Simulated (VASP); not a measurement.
# SiC in VASP: further runs, part 2 of 2

VASP 6.6.1. Earlier steps stand in the parts before.

### 3 Single point, PBE (uniaxial z strain -4.0%)

File INCAR:

```
PREC = Accurate ; ENCUT = 520
EDIFF = 1E-6 ; ISMEAR = 0
SIGMA = 0.01 ; LREAL = F
LASPH = T ; NELM = 60
ALGO = Normal ; ISIF = 2
LWAVE = F ; LCHARG = F
GGA = PE ; NBANDS = 11
```

File KPOINTS:

```
Automatic mesh
0
Gamma
  6 6 6
```

File POSCAR:

```
SiC
1.0
    0.0000000000      2.1780523510      2.0909302570
    2.1780523510      0.0000000000      2.0909302570
    2.1780523510      2.1780523510      0.0000000000
Si C
1 1
Direct
    0.0000000000      0.0000000000      0.0000000000
    0.2500000000      0.2500000000      0.2500000000
```

Potentials or basis: VASP PAW PBE potentials, release 64 (Si, C).

Run with:

```sh
$ cat potpaw_PBE.64/Si/POTCAR potpaw_PBE.64/C/POTCAR > POTCAR
$ mpirun -np 1 vasp_std > vasp.out
```

OUTCAR:

```text
PREC = Accurate
   ENCUT = 520
   EDIFF = 1E-6
   ISMEAR = 0
   LREAL = F
   LASPH = T
   NELM = 60
   ISIF = 2
   GGA = PE

 ion  position               nearest neighbor table
   1  0.000  0.000  0.000-   2 1.86   2 1.86   2 1.86   2 1.86
   2  0.250  0.250  0.250-   1 1.86   1 1.86   1 1.86   1 1.86

  LATTYP: Found a body centered tetragonal cell.
 ALAT       =     3.0802311743
 C/A-ratio  =     1.3576450199

  Lattice vectors:

 A1 = (   0.0000000000,  -2.1780523510,  -2.0909302570)
 A2 = (   0.0000000000,   2.1780523510,  -2.0909302570)
 A3 = (   2.1780523510,   0.0000000000,   2.0909302570)

Analysis of symmetry for initial positions (statically):
=====================================================================
 Subroutine PRICEL returns:
 Original cell was already a primitive cell.

 Routine SETGRP: Setting up the symmetry group for a
 body centered tetragonal supercell.

 Subroutine GETGRP returns: Found  8 space group operations
 (whereof  8 operations were pure point group operations)
 out of a pool of 16 trial point group operations.

The static configuration has the point symmetry D_2d.

Analysis of symmetry for dynamics (positions and initial velocities):
=====================================================================
 Subroutine PRICEL returns:
 Original cell was already a primitive cell.

 Routine SETGRP: Setting up the symmetry group for a
 body centered tetragonal supercell.

 Subroutine GETGRP returns: Found  8 space group operations
 (whereof  8 operations were pure point group operations)
 out of a pool of 16 trial point group operations.

The dynamic configuration has the point symmetry D_2d.

 Subroutine INISYM returns: Found  8 space group operations
 (whereof  8 operations are pure point group operations),
 and found     1 'primitive' translations

----------------------------------------------------------------------------------------

                                     Primitive cell

  volume of cell :      19.8384

[... 112 lines left out ...]
   LORBIT       =      0    0 simple, 1 ext, 2 COOP (PROOUT), +10 PAW based schemes
   GGA     = PE    functional components
   LHFCALC =     F    Hartree Fock is set to
   AEXX    =    0.0000 exact exchange contribution
   IVDW    =     0    specifies the selected vdW correction
   LEPSILON=     F    determine dielectric tensor
   LRPA    =     F    only Hartree local field effects (RPA)
 non-spin polarized calculation
 Gauss-broadening in eV      SIGMA  =   0.01
  energy-cutoff  :      520.00
  volume of cell :       19.84
 maximum number of plane-waves:       548
 NGX is ok and might be reduce to    24
   NGX = 11   NGY = 11   NGZ = 11

 number of electron       8.0000000 magnetization

 Free energy of the ion-electron system (eV)
  ---------------------------------------------------
  ext. energy  EPLUGINS =         0.00000000
  ---------------------------------------------------
  free energy    TOTEN  =       -14.98647631 eV

  energy without entropy =      -14.98647631  energy(sigma->0) =      -14.98647631

 E-fermi :   8.8200     XC(G=0): -11.5412

 val. band max:        8.7759226161   @ k =   0.0000   0.0000   0.0000
 cond. band min:       9.6644624254   @ k =   0.5000   0.5000   0.0000
 fundamental gap:      0.8885398094
 Fermi energy:         8.8200285464

 k-point     1 :       0.0000    0.0000    0.0000
  band No.  band energies     occupation
      1      -7.1447      2.00000
      2       8.5139      2.00000
      3       8.5139      2.00000
      4       8.7759      2.00000
      5      15.3171      0.00000
      6      16.1306      0.00000
      7      16.2402      0.00000
      8      16.2402      0.00000
      9      22.7123      0.00000
     10      23.8901      0.00000
     11      25.6653      0.00000
[... 309 lines left out ...]
 k-point    24 :       0.5000    0.0000    0.3333
  band No.  band energies     occupation
      1      -2.7289      2.00000
      2       1.5541      2.00000
      3       4.1503      2.00000
      4       5.9046      2.00000
      5      11.4916      0.00000
      6      15.2594      0.00000
      7      20.6135      0.00000
      8      21.7368      0.00000
      9      23.2105      0.00000
     10      27.1641      0.00000
     11      30.5378      0.00000

 [... further k-points ...]
[... 5 lines left out ...]
  --------------------------------------------------------------------------------------
  -------------------------------------------------------------------------------------
  Total        1.2633677      1.2633677      2.4436528      0.0000000      0.0000000      0.0000000
  in kB      102.0314774    102.0314774    197.3530775      0.0000000      0.0000000      0.0000000
  external PRESSURE =     133.8053441 kB  Pullay stress =       0.0000000 kB

 VOLUME and BASIS-vectors are now :
 -----------------------------------------------------------------------------
  energy-cutoff  :      520.00
  volume of cell :       19.84
      direct lattice vectors                 reciprocal lattice vectors
     0.000000000  2.178052351  2.090930257    -0.229562894  0.229562894  0.239128014
     2.178052351  0.000000000  2.090930257     0.229562894 -0.229562894  0.239128014
     2.178052351  2.178052351  0.000000000     0.229562894  0.229562894 -0.239128014

 POSITION                                       TOTAL-FORCE (eV/Angst)
 -----------------------------------------------------------------------------------
      0.00000      0.00000      0.00000         0.000000      0.000000     -0.000000
      1.08903      1.08903      1.04547        -0.000000     -0.000000      0.000000
 -----------------------------------------------------------------------------------
    total drift:                                0.000000      0.000000     -0.000000

  FREE ENERGIE OF THE ION-ELECTRON SYSTEM (eV)
  ---------------------------------------------------
  free  energy   TOTEN  =       -14.9864763109 eV

  energy  without entropy=      -14.9864763109  energy(sigma->0) =      -14.98647631
```

OSZICAR:

```text
N       E                     dE             d eps       ncg     rms          rms(c)
DAV:   1     0.416838056306E+01    0.41684E+01   -0.39722E+03   692   0.608E+02
DAV:   2    -0.163310123351E+02   -0.20499E+02   -0.19483E+02   829   0.110E+02
DAV:   3    -0.169662352012E+02   -0.63522E+00   -0.63427E+00   810   0.166E+01
DAV:   4    -0.169684104363E+02   -0.21752E-02   -0.21751E-02   753   0.127E+00
DAV:   5    -0.169684195688E+02   -0.91325E-05   -0.91325E-05   829   0.765E-02    0.926E+00
DAV:   6    -0.150587463419E+02    0.19097E+01   -0.65370E+00   735   0.117E+01    0.414E+00
DAV:   7    -0.149943282683E+02    0.64418E-01   -0.44597E-01   800   0.378E+00    0.186E+00
DAV:   8    -0.149862553715E+02    0.80729E-02   -0.21115E-02   744   0.969E-01    0.167E-01
DAV:   9    -0.149863694459E+02   -0.11407E-03   -0.15130E-03   836   0.227E-01    0.115E-01
DAV:  10    -0.149864741611E+02   -0.10472E-03   -0.21434E-04   753   0.905E-02    0.253E-02
DAV:  11    -0.149864759377E+02   -0.17767E-05   -0.35710E-05   785   0.317E-02    0.637E-03
DAV:  12    -0.149864763109E+02   -0.37323E-06   -0.16089E-06   569   0.777E-03
   1 F= -.14986476E+02 E0= -.14986476E+02  d E =-.930030E-13
```

Run time: 2.5 s. Hardware: 1 thread of Intel Xeon 6975P-C, shared host; peak memory 0.13 GiB.

What came out:

```
Free energy            : -14.9865 eV
Pressure               : 13.4 GPa
Band gap on the k mesh : 0.89 eV, indirect (least direct gap 4.53 eV)
```

Caveat: the k points lie up to 0.42 Å⁻¹ apart; the cell differs from its parent crystal (uniaxial z strain -4.0%). A k mesh can miss the band edges.

### 4 Single point, PBE (uniaxial z strain -3.0%)

File INCAR:

```
ALGO = Normal
EDIFF = 1E-6
ENCUT = 520
GGA = PE
ISIF = 2
ISMEAR = 0
LASPH = True
LCHARG = False
LREAL = False
LWAVE = False
NBANDS = 11
NELM = 80
PREC = Accurate
SIGMA = 0.01
```

File KPOINTS:

```
k-points
0
Gamma
  6 6 6
```

File POSCAR:

```
SiC
1.0
    0.0000000000      2.1780523510      2.1127107805
    2.1780523510      0.0000000000      2.1127107805
    2.1780523510      2.1780523510      0.0000000000
Si C
1 1
Direct
    0.0000000000      0.0000000000      0.0000000000
    0.2500000000      0.2500000000      0.2500000000
```

Run with:

```sh
$ cat potpaw_PBE.64/Si/POTCAR potpaw_PBE.64/C/POTCAR > POTCAR
$ mpirun -np 1 vasp_std > vasp.out
```

It took 2.4 s on 1 thread of Intel Xeon 6975P-C, shared host; peak memory 0.13 GiB.

Results (log left out):

```yaml
Free_energy: -15.0093 eV
Pressure: 10.8 GPa
Band_gap_on_the_k_mesh: 1.00 eV, indirect (least direct gap 4.53 eV)
```

Stress tensor (GPa, compression positive):
```
 8.34  0.00  0.00
 0.00  8.34  0.00
 0.00  0.00 15.64
```

Levels at points of the mesh, in eV from the valence-band top:
```tsv
k point	band 2	band 3	band 4	band 5	band 6	band 7
(0.00, 0.00, 0.00)	-0.20	-0.20	0.00	6.47	7.34	7.42
(0.50, 0.00, 0.00)	-8.85	-1.38	-1.01	5.50	6.98	7.55
(0.50, 0.50, 0.00)	-7.77	-3.60	-3.60	1.00	3.94	14.18
(0.50, 0.00, 0.50)	-8.16	-3.29	-3.24	1.29	4.47	13.82
```

Caveat: the k points lie up to 0.42 Å⁻¹ apart; the cell differs from its parent crystal (uniaxial z strain -3.0%). A k mesh can miss the band edges.

### 5 Single point, PBE (uniaxial z strain -2.0%)

File INCAR:

```
PREC = Accurate
ENCUT = 520
EDIFF = 1E-6
ISMEAR = 0
SIGMA = 0.01
LREAL = F
LASPH = T
NELM = 60
ALGO = Normal
ISIF = 2
LWAVE = F
LCHARG = F
GGA = PE
NBANDS = 11
```

File KPOINTS:

```
Automatic mesh
0
Gamma
  6 6 6
```

File POSCAR:

```
SiC
1.0
    0.0000000000      2.1780523510      2.1344913040
    2.1780523510      0.0000000000      2.1344913040
    2.1780523510      2.1780523510      0.0000000000
Si C
1 1
Direct
    0.0000000000      0.0000000000      0.0000000000
    0.2500000000      0.2500000000      0.2500000000
```

Run with:

```sh
$ cat potpaw_PBE.64/Si/POTCAR potpaw_PBE.64/C/POTCAR > POTCAR
$ mpirun -np 1 vasp_std > vasp.out
```

Run time: 2.5 s. Hardware: 1 thread of Intel Xeon 6975P-C, shared host; peak memory 0.13 GiB.

Results (log left out):

| Quantity | Value |
| --- | --- |
| Free energy | -15.0269 eV |
| Pressure | 8.3 GPa |
| Band gap on the k mesh | 1.12 eV, indirect (least direct gap 4.53 eV) |

Stress tensor (GPa, compression positive):
```
 6.61  0.00  0.00
 0.00  6.61  0.00
 0.00  0.00 11.57
```

Levels at points of the mesh, in eV from the valence-band top:
| k point | band 1 | band 2 | band 3 | band 4 | band 5 | band 6 | band 7 | band 8 |
| --- | --- | --- | --- | --- | --- | --- | --- | --- |
| (0.00, 0.00, 0.00) | -15.67 | -0.13 | -0.13 | 0.00 | 6.39 | 7.33 | 7.38 | 7.38 |
| (0.50, 0.00, 0.00) | -12.02 | -8.75 | -1.27 | -1.03 | 5.50 | 7.06 | 7.42 | 10.09 |
| (0.50, 0.50, 0.00) | -10.44 | -7.79 | -3.46 | -3.46 | 1.12 | 4.07 | 14.13 | 14.13 |
| (0.50, 0.00, 0.50) | -10.60 | -8.04 | -3.26 | -3.23 | 1.31 | 4.42 | 13.90 | 14.54 |

Caveat: the cell differs from its parent crystal (uniaxial z strain -2.0%).

### 6 Single point, PBE (uniaxial z strain -1.0%)

File INCAR:

```
PREC = Accurate ; ENCUT = 520
EDIFF = 1E-7 ; ISMEAR = 0
SIGMA = 0.01 ; LREAL = F
LASPH = T ; NELM = 80
ALGO = Normal ; ISIF = 2
LWAVE = F ; LCHARG = T
GGA = PE ; LELF = T
LVHAR = T ; NBANDS = 11
```

File KPOINTS:

```
regular mesh
0
Gamma
  6 6 6
```

File POSCAR:

```
SiC
1.0
    0.0000000000      2.1780523510      2.1562718275
    2.1780523510      0.0000000000      2.1562718275
    2.1780523510      2.1780523510      0.0000000000
Si C
1 1
Direct
    0.0000000000      0.0000000000      0.0000000000
    0.2500000000      0.2500000000      0.2500000000
```

Potentials or basis: VASP PAW PBE potentials, release 64 (Si, C).

Run with:

```sh
$ cat potpaw_PBE.64/Si/POTCAR potpaw_PBE.64/C/POTCAR > POTCAR
$ mpirun -np 1 vasp_std > vasp.out
```

It took 3 s on 1 thread of Intel Xeon 6975P-C, shared host; peak memory 0.13 GiB.

It converged, with:

| Property | Result |
| --- | --- |
| Free energy | -15.0393 eV |
| Pressure | 5.9 GPa |
| Band gap on the k mesh | 1.23 eV, indirect (least direct gap 4.54 eV) |

Stress tensor (GPa, compression positive):
```
5.01 0.00 0.00
0.00 5.01 0.00
0.00 0.00 7.54
```

Levels at points of the mesh, in eV from the valence-band top:
```tsv
k point	band 2	band 3	band 4	band 5	band 6	band 7
(0.00, 0.00, 0.00)	-0.07	-0.07	0.00	6.32	7.32	7.34
(0.50, 0.00, 0.00)	-8.65	-1.16	-1.04	5.48	7.15	7.31
(0.50, 0.50, 0.00)	-7.80	-3.33	-3.33	1.23	4.19	14.09
(0.50, 0.00, 0.50)	-7.92	-3.23	-3.21	1.33	4.37	13.97
```

Caveat: the cell differs from its parent crystal (uniaxial z strain -1.0%). A k mesh can miss the band edges.

### 7 Overview

| cell | gap on the mesh (eV) | pressure (GPa) |
| --- | --- | --- |
| a = 3.080 Å, angles 60.0°, 2 atoms | 1.35 | 3.5 |
| a = 3.019, b = 3.019, c = 3.080 Å, angles 59.3, 59.3, 61.3°, 2 atoms | 0.89 | 13.4 |
| a = 3.034, b = 3.034, c = 3.080 Å, angles 59.5, 59.5, 61.0°, 2 atoms | 1.00 | 10.8 |
| a = 3.050, b = 3.050, c = 3.080 Å, angles 59.7, 59.7, 60.7°, 2 atoms | 1.12 | 8.3 |
| a = 3.065, b = 3.065, c = 3.080 Å, angles 59.8, 59.8, 60.3°, 2 atoms | 1.23 | 5.9 |

Alike in all rows: task single point; level PBE; potentials or basis VASP PAW PBE potentials, release 64 (Si, C); no spin polarisation; k mesh 6 × 6 × 6; cutoff (eV) 520; smearing gaussian 0.01 eV.

Caveats: some runs use coarse meshes.

Total energies depend on the potentials used, so only differences within one code and one set of settings carry meaning.
